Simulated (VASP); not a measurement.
# Hf5Se8S2 (Cm) in VASP: single point with PBE+D3(BJ)

Aim: the single point of Hf5Se8S2 with PBE+D3(BJ).

Program: VASP 6.6.1. These are calculated values, not measurements. Logs are shortened: lines on timing, memory, paths and dates and some standing lists are left out, and cuts for length are marked.

### Step 1. The cell of the first run

The structure is monoclinic, space group Cm (No. 8). Conventional cell: a = 6.398 Å, b = 18.471 Å, c = 6.046 Å, α = 90.00°, β = 90.00°, γ = 90.00°. Hf (site symmetry 1) has 1 S at 2.54 Å and 5 Se at 2.67 Å within 3.4 Å. Within 3.5 Å of Hf (site symmetry m) lie 6 Se at 2.66 to 2.68 Å. Hf (site symmetry 1) has 2 S at 2.54 Å and 4 Se at 2.66 to 2.68 Å within 3.3 Å. Within 3.5 Å of Se (site symmetry m) lie 3 Hf at 2.66 to 2.67 Å. Se (site symmetry 1) has 3 Hf at 2.67 to 2.68 Å within 3.5 Å. Se (site symmetry 1) has 3 Hf at 2.66 to 2.68 Å within 3.5 Å. Within 3.5 Å of Se (site symmetry 1) lie 3 Hf at 2.66 to 2.68 Å. Se (site symmetry m) has 3 Hf at 2.66 to 2.67 Å within 3.5 Å.

### Step 2. Single point, PBE+D3(BJ)

The input, INCAR:

```
ALGO = Normal
EDIFF = 1E-7
ENCUT = 520
GGA = PE
ISIF = 2
ISMEAR = 0
IVDW = 12
LASPH = True
LCHARG = False
LREAL = Auto
LWAVE = False
NBANDS = 68
NELM = 100
PREC = Accurate
SIGMA = 0.02
```

The input, KPOINTS:

```
k-points
0
Gamma
  2 2 2
```

The input, POSCAR:

```
Hf5Se8S2
1.0
    0.0000000000      0.0001027096     -6.0460195820
    0.0000000000      6.3983516442     -0.0001221116
    9.2356430881     -3.1991758221      0.0000610558
Hf Se S
5 8 2
Direct
   -0.0048792080     -0.0027677513     -0.0024357994
   -0.0048792080      0.1996680482      0.4024357994
   -0.0028234623      0.5998635540      0.2000000000
   -0.0065167476      0.4004825457      0.7976436918
   -0.0065167476      0.8028388538      0.6023563082
    0.2579381117      0.2646889946      0.2000000000
    0.2623780088      0.4684615232      0.5995877860
    0.2604640055      0.8658649283      0.4004546012
    0.2604640055      0.6654103271     -0.0004546012
    0.2623780088      0.0688737372      0.8004122140
    0.7327993765      0.3324432486      0.9980893572
    0.7327993765      0.5343538914      0.4019106428
    0.7330375971      0.9332944894      0.2000000000
    0.7616784416      0.7328409306      0.7991582513
    0.7616784416      0.1336826793      0.6008417487
```

Potentials or basis: VASP PAW PBE potentials, release 64 (Hf_pv, Se, S).

Launch:

```sh
$ cat potpaw_PBE.64/Hf_pv/POTCAR potpaw_PBE.64/Se/POTCAR potpaw_PBE.64/S/POTCAR > POTCAR
$ mpirun -np 1 vasp_std > vasp.out
```

OUTCAR:

```text
EDIFF = 1E-7
   ENCUT = 520
   GGA = PE
   ISIF = 2
   ISMEAR = 0
   IVDW = 12
   LASPH = True
   LREAL = Auto
   NELM = 100
   PREC = Accurate
 IVDW          = 12

 ion  position               nearest neighbor table
   1  0.995  0.997  0.998-  14 2.54  11 2.67   9 2.67  10 2.67  13 2.67   6 2.67   5 3.65   4 3.68
                             3 3.70   4 3.71   3 3.71   2 3.74
   2  0.995  0.200  0.402-  15 2.54  12 2.67   8 2.67   7 2.67  13 2.67   6 2.67   4 3.65   5 3.68
                             3 3.70   5 3.71   3 3.71   1 3.74
   3  0.997  0.600  0.200-   6 2.66   8 2.66   9 2.66  13 2.66  12 2.68  11 2.68   1 3.70   2 3.70
                             2 3.71   1 3.71   5 3.72   4 3.72
   4  0.993  0.400  0.798-  15 2.54  14 2.54  11 2.66   7 2.67  10 2.68   9 2.68   2 3.65   5 3.67
                             5 3.67   1 3.68   1 3.71   3 3.72
   5  0.993  0.803  0.602-  14 2.54  15 2.54  12 2.66  10 2.67   7 2.68   8 2.68   1 3.65   4 3.67
                             4 3.67   2 3.68   2 3.71   3 3.72
   6  0.258  0.265  0.200-   3 2.66   2 2.67   1 2.67
   7  0.262  0.468  0.600-   2 2.67   4 2.67   5 2.68
   8  0.260  0.866  0.400-   3 2.66   2 2.67   5 2.68
   9  0.260  0.665  1.000-   3 2.66   1 2.67   4 2.68
  10  0.262  0.069  0.800-   1 2.67   5 2.67   4 2.68
  11  0.733  0.332  0.998-   4 2.66   1 2.67   3 2.68
  12  0.733  0.534  0.402-   5 2.66   2 2.67   3 2.68
  13  0.733  0.933  0.200-   3 2.66   1 2.67   2 2.67
  14  0.762  0.733  0.799-   5 2.54   4 2.54   1 2.54
  15  0.762  0.134  0.601-   4 2.54   5 2.54   2 2.54

  LATTYP: Found a base centered monoclinic cell.
 ALAT       =     6.3983516454
 B/A-ratio  =     2.8868819971
 C/A-ratio  =     0.9449339327
 COS(beta)  =    -0.0000360728

  Lattice vectors:

 A1 = (   9.2356430881,  -3.1991758221,   0.0000610558)
 A2 = (  -9.2356430881,  -3.1991758221,   0.0000610558)
 A3 = (   0.0000000000,   0.0001027096,  -6.0460195820)

Analysis of symmetry for initial positions (statically):
=====================================================================
 Subroutine PRICEL returns:
 Original cell was already a primitive cell.

 Routine SETGRP: Setting up the symmetry group for a
 base centered monoclinic supercell.

 Subroutine GETGRP returns: Found  2 space group operations
 (whereof  1 operations were pure point group operations)
 out of a pool of  4 trial point group operations.

The static configuration has the point symmetry C_1 .
 The point group associated with its full space group is C_1h.

Analysis of symmetry for dynamics (positions and initial velocities):
=====================================================================
 Subroutine PRICEL returns:
 Original cell was already a primitive cell.

 Routine SETGRP: Setting up the symmetry group for a
 base centered monoclinic supercell.

 Subroutine GETGRP returns: Found  2 space group operations
 (whereof  1 operations were pure point group operations)
 out of a pool of  4 trial point group operations.

The dynamic configuration has the point symmetry C_1 .
 The point group associated with its full space group is C_1h.

 Subroutine INISYM returns: Found  2 space group operations
 (whereof  1 operations are pure point group operations),
 and found     1 'primitive' translations

----------------------------------------------------------------------------------------

                                     Primitive cell

  volume of cell :     357.2768

  direct lattice vectors                    reciprocal lattice vectors
     0.000000000  0.000102710 -6.046019582     0.000000000 -0.000003157 -0.165398075
     0.000000000  6.398351644 -0.000122112     0.054138082  0.156290253  0.000002655
     9.235643088 -3.199175822  0.000061056     0.108276163  0.000000000  0.000000000

  length of vectors
     6.046019583  6.398351645  9.774038530     0.165398075  0.165401255  0.108276163

  position of ions in fractional coordinates (direct lattice)
     0.995120792  0.997232249  0.997564201
     0.995120792  0.199668048  0.402435799
     0.997176538  0.599863554  0.200000000
     0.993483252  0.400482546  0.797643692
     0.993483252  0.802838854  0.602356308
     0.257938112  0.264688995  0.200000000
     0.262378009  0.468461523  0.599587786
     0.260464005  0.865864928  0.400454601
     0.260464005  0.665410327  0.999545399
     0.262378009  0.068873737  0.800412214
     0.732799376  0.332443249  0.998089357
[... 37 lines left out ...]

  Length of vectors
     0.082699038  0.082700628  0.054138082

  Shift w.r.t. Gamma in fractional coordinates (k-lattice)
     0.000000000  0.000000000  0.000000000

 Subroutine IBZKPT returns following result:
 ===========================================

 Found      6 irreducible k-points:

 Following reciprocal coordinates:
            Coordinates               Weight
  0.000000  0.000000  0.000000      1.000000
  0.500000 -0.000000  0.000000      1.000000
  0.000000  0.500000  0.000000      2.000000
  0.500000  0.500000  0.000000      2.000000
  0.000000  0.000000  0.500000      1.000000
  0.500000 -0.000000  0.500000      1.000000
   k-points           NKPTS =      6   k-points in BZ     NKDIM =      6   number of bands    NBANDS=     68
   number of dos      NEDOS =    301   number of ions     NIONS =     15
   total plane-waves  NPLWV = 184320
   dimension x,y,z NGX =    48 NGY =   48 NGZ =   80
   dimension x,y,z NGXF=    96 NGYF=   96 NGZF=  160
   ions per type =               5   8   2
   NGX,Y,Z   is equivalent  to a cutoff of  13.20, 12.47, 13.61 a.u.
   NGXF,Y,Z  is equivalent  to a cutoff of  26.40, 24.94, 27.21 a.u.
 SYSTEM =  unknown system
   PREC   = accura    normal or accurate (medium, high low for compatibility)
   ISTART =      0    job   : 0-new  1-cont  2-samecut
   ICHARG =      2    charge: 1-file 2-atom 10-const
   ISPIN  =      1    spin polarized calculation?
   LNONCOLLINEAR =      F non collinear calculations
   LSORBIT =      F    spin-orbit coupling
   LASPH  =      T    aspherical Exc in radial PAW
   ENCUT  =  520.0 eV  38.22 Ry    6.18 a.u.  11.24 11.90 18.17*2*pi/ulx,y,z
   NELM   =    100;   NELMIN=  2; NELMDL= -5     # of ELM steps
   EDIFF  = 0.1E-06   stopping-criterion for ELM
   LREAL  =      T    real-space projection
   EDIFFG = 0.1E-05   stopping-criterion for IOM
   NSW    =      0    number of steps for IOM
   IBRION =     -1    ionic relax: 0-MD 1-quasi-New 2-CG
   NFREE  =      0    steps in history (QN), initial steepest desc. (CG)
   ISIF   =      2    stress and relaxation
   ISYM   =      2    0-nonsym 1-usesym 2-fastsym
   POTIM  = 0.5000    time-step for ionic-motion
   TEBEG  =    0.0;   TEEND  =   0.0 temperature during run
   PSTRESS=    0.0 pullay stress
   NELECT =     110.0000    total number of electrons
   NUPDOWN=      -1.0000    fix difference up-down
   EMIN   =  10.00;   EMAX   =-10.00  energy-range for DOS
   EFERMI =   0.00;   METHOD = LEGACY
   ISMEAR =     0;   SIGMA  =   0.02  broadening in eV -4-tet -1-fermi 0-gaus
   EFERMI_NEDOS =   21; number of points for ismear=-14 and -15
   IALGO  =     38    algorithm
   IMIX   =      4    mixing-type and parameters
     AMIX     =   0.40;   BMIX     =  1.00
     AMIX_MAG =   1.60;   BMIX_MAG =  1.00
  volume/ion in A,a.u.               =      23.82       160.73
  Fermi-wavevector in a.u.,A,eV,Ry     =   1.105446  2.088990 16.626462  1.222010
  Thomas-Fermi vector in A             =   2.241933
   LORBIT       =      0    0 simple, 1 ext, 2 COOP (PROOUT), +10 PAW based schemes
   GGA     = PE    functional components
   LHFCALC =     F    Hartree Fock is set to
   AEXX    =    0.0000 exact exchange contribution
   IVDW    =    12    specifies the selected vdW correction
   LEPSILON=     F    determine dielectric tensor
   LRPA    =     F    only Hartree local field effects (RPA)
 non-spin polarized calculation
 Gauss-broadening in eV      SIGMA  =   0.02
  energy-cutoff  :      520.00
  volume of cell :      357.28
 maximum number of plane-waves:      9642
 NGX is ok and might be reduce to    48
   NGX = 23   NGY = 23   NGZ = 37

 number of electron     110.0000001 magnetization

 Free energy of the ion-electron system (eV)
  ---------------------------------------------------
  ext. energy  EPLUGINS =         0.00000000
  ---------------------------------------------------
  free energy    TOTEN  =      -106.34920937 eV

  energy without entropy =     -106.34920937  energy(sigma->0) =     -106.34920937

 E-fermi :   3.7068     XC(G=0):  -9.7620

 val. band max:        3.5633062723   @ k =   0.0000   0.0000   0.0000
 cond. band min:       3.9441455140   @ k =   0.5000  -0.0000   0.5000
 fundamental gap:      0.3808392416
 Fermi energy:         3.7067551365

 k-point     1 :       0.0000    0.0000    0.0000
  band No.  band energies     occupation
      1     -27.7843      2.00000
      2     -27.7605      2.00000
      3     -27.7445      2.00000
      4     -27.7405      2.00000
      5     -27.7155      2.00000
      6     -27.7005      2.00000
[... 409 lines left out ...]
     66       6.5576      0.00000
     67       6.6733      0.00000
 [bands above 67 left out]

------------------------ aborting loop because EDIFF is reached ----------------------------------------

 Edisp (eV)   -5.56614

 E8    (eV) :    -2.5169

  FORCE on cell =-STRESS in cart. coord.  units (eV):
  Direction    XX          YY          ZZ          XY          YZ          ZX
  --------------------------------------------------------------------------------------
  -------------------------------------------------------------------------------------
  Total       0.05465    -0.31586    -0.50724     0.00000     0.51871     0.00000
  in kB       0.24506    -1.41644    -2.27467     0.00000     2.32613     0.00000
  external pressure =       -1.15 kB  Pullay stress =        0.00 kB

 VOLUME and BASIS-vectors are now :
 -----------------------------------------------------------------------------
  energy-cutoff  :      520.00
  volume of cell :      357.28
      direct lattice vectors                 reciprocal lattice vectors
     0.000000000  0.000102710 -6.046019582     0.000000000 -0.000003157 -0.165398075
     0.000000000  6.398351644 -0.000122112     0.054138082  0.156290253  0.000002655
     9.235643088 -3.199175822  0.000061056     0.108276163  0.000000000  0.000000000

 POSITION                                       TOTAL-FORCE (eV/Angst)
 -----------------------------------------------------------------------------------
      9.21315      3.18936     -6.01658        -0.005450     -0.007290      0.001430
      3.71675     -0.00981     -6.01652         0.005450     -0.007290      0.001430
      1.84713      3.19841     -6.02901         0.000000      0.009207     -0.018185
      7.36675      0.01073     -6.00662        -0.008186     -0.016810      0.028071
      5.56315      3.20990     -6.00668         0.008186     -0.016810      0.028071
      1.84713      1.05376     -1.55952         0.000000     -0.031308      0.067522
      5.53758      1.07922     -1.58636        -0.001680     -0.026753      0.037615
      3.69846      4.25901     -1.57485         0.005475     -0.019669      0.058242
      9.23144      1.05983     -1.57479        -0.005475     -0.019669      0.058242
      7.39232     -2.11995     -1.58630         0.001680     -0.026753      0.037615
      9.21800     -1.06590     -4.43050        -0.007622      0.027481     -0.046869
      3.71190      2.13328     -4.43056         0.007622      0.027481     -0.046869
      1.84713      5.33179     -4.43206         0.000000      0.029797     -0.043023
      7.38074      2.13240     -4.60516        -0.000042      0.039193     -0.081645
      5.54916     -1.06677     -4.60510         0.000042      0.039193     -0.081645
 -----------------------------------------------------------------------------------
    total drift:                               -0.000007      0.007675      0.005865

  FREE ENERGIE OF THE ION-ELECTRON SYSTEM (eV)
  ---------------------------------------------------
  free  energy   TOTEN  =      -111.9153474219 eV

  energy  without entropy=     -111.9153474219  energy(sigma->0) =     -111.91534742
```

Run time: 8.4 min. Hardware: 1 thread of AMD EPYC 7R43 (Zen 3), shared host; peak memory 0.42 GiB.

What came out:

| Item | Value |
| --- | --- |
| Free energy | -111.9153 eV |
| Pressure | -0.1 GPa |
| Largest force | 0.091 eV/Å |
| Band gap on the k mesh | 0.38 eV, indirect (least direct gap 0.71 eV) |
| Dispersion energy per atom | -0.371 eV |

Forces in eV/Å, atoms in the order of the input:
```
Hf  -0.005 -0.007  0.001
Hf   0.005 -0.007  0.001
Hf   0.000  0.009 -0.018
Hf  -0.008 -0.017  0.028
Hf   0.008 -0.017  0.028
Se   0.000 -0.031  0.068
Se  -0.002 -0.027  0.038
Se   0.005 -0.020  0.058
Se  -0.005 -0.020  0.058
Se   0.002 -0.027  0.038
Se  -0.008  0.027 -0.047
Se   0.008  0.027 -0.047
Se   0.000  0.030 -0.043
S    0.000  0.039 -0.082
S    0.000  0.039 -0.082
```

Caveat: the k points lie up to 0.52 Å⁻¹ apart; spin-orbit coupling is left out, which moves the levels of the heavy elements.
